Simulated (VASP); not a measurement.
A run of VASP 6.6.1 is set up as follows.

File INCAR:

```
SYSTEM = Ta
PREC = Accurate ; ENCUT = 520
EDIFF = 1E-6 ; ISMEAR = -1
SIGMA = 0.1 ; LREAL = .FALSE.
LASPH = .TRUE. ; NELM = 80
ALGO = Normal ; ISIF = 2
LWAVE = .FALSE. ; LCHARG = .FALSE.
GGA = PS ; NBANDS = 18
```

The input KPOINTS:

```
Automatic mesh
0
G
  9 9 9
  0 0 0
```

Contents of POSCAR:

```
Ta
1.0
    0.0000000000      3.0023350781      3.0023350781
    3.0023350781      0.0000000000      3.0023350781
    3.0023350781      3.0023350781      0.0000000000
Ta
2
Direct
    0.1250000000      0.1250000000      0.1250000000
    0.8750000000      0.8750000000      0.8750000000
```

Potentials or basis: VASP PAW PBE potentials, release 64 (Ta_pv).

Command:

```sh
$ cat potpaw_PBE.64/Ta_pv/POTCAR > POTCAR
$ mpirun -np 1 vasp_std > vasp.out
```

Problem. Estimate the pressure.

Solution. 0.2 GPa.

Problem. What does it give for the band gap on the k mesh?

Solution. Zero (band 11 reaches 2.45 eV, above the bottom of band 12 at 1.81 eV).

Caveat: the PAW data sets were made with another functional, which shifts forces and pressure a little; spin-orbit coupling is left out, which moves the levels of the heavy elements.
